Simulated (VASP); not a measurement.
Here is a VASP 6.6.1 calculation.

The input INCAR:

```
SYSTEM = Ba8Zn3O11
PREC = Accurate
ENCUT = 520
EDIFF = 1E-7
ISMEAR = -1
SIGMA = 0.1172
LREAL = Auto
LASPH = .TRUE.
NELM = 80
ALGO = Normal
ISIF = 2
LWAVE = .FALSE.
LCHARG = .TRUE.
GGA = PE
LELF = .TRUE.
LVHAR = .TRUE.
ISYM = 0
NBANDS = 108
```

File KPOINTS:

```
Automatic mesh
0
G
  1 1 1
  0 0 0
```

Contents of POSCAR:

```
Ba8Zn3O11
1.0
    7.5350960000     -0.0410920000      0.1399040000
   -0.0410920000      7.6639600000     -0.3067190000
    0.1399040000     -0.3067190000      7.2967150000
Ba O Zn
8 11 3
Direct
    0.3026895981      0.1472706519      0.7066378804
    0.6383551677      0.5946220133      0.6376782467
    0.8026544832      0.1228096838      0.5038091101
    0.4145366818      0.6529197361      0.0044751026
    0.9760341819      0.7934678578      0.1950832096
    0.6796827346      0.0177824961      0.9554341777
    0.9956091831      0.3373394638      1.0357186372
    0.3092524771      0.0503005278      0.2888684112
    0.5182272733      0.9134430821      0.6467002316
    0.9062686260      0.6629312903      0.8905040168
    0.0780737304      0.9106599391      0.5477526365
    0.2275463201      0.4987275717      0.2212899341
    0.8548390068      0.5137337525      0.3441028609
    0.2571357417      0.5305272714      0.7095503217
    0.2155550037      0.9136950753      0.9761472981
    0.5300636960      0.2919099705      0.4049014252
    0.6088126040      0.3589021465      0.9212287706
    0.9348472962      0.1087001616      0.2003558490
    0.5905829972      0.8774763977      0.1831375845
    0.1107520416      0.7672482496      0.7603535238
    0.6323148508      0.4193286342      0.2266693550
    0.2216546940      0.4881668696      0.4764006372
```

Potentials or basis: VASP PAW PBE potentials, release 64 (Ba_sv, O, Zn).

Launch:

```sh
$ cat potpaw_PBE.64/Ba_sv/POTCAR potpaw_PBE.64/O/POTCAR potpaw_PBE.64/Zn/POTCAR > POTCAR
$ mpirun -np 1 vasp_gam > vasp.out
```

(1) What does it give for the largest force?

(2) What does it give for the band gap on the k mesh?

## Answers

(1) 3.232 eV/Å.

(2) 1.62 eV.

Caveat: the k points lie up to 0.86 Å⁻¹ apart; spin-orbit coupling is left out, which moves the levels of the heavy elements.
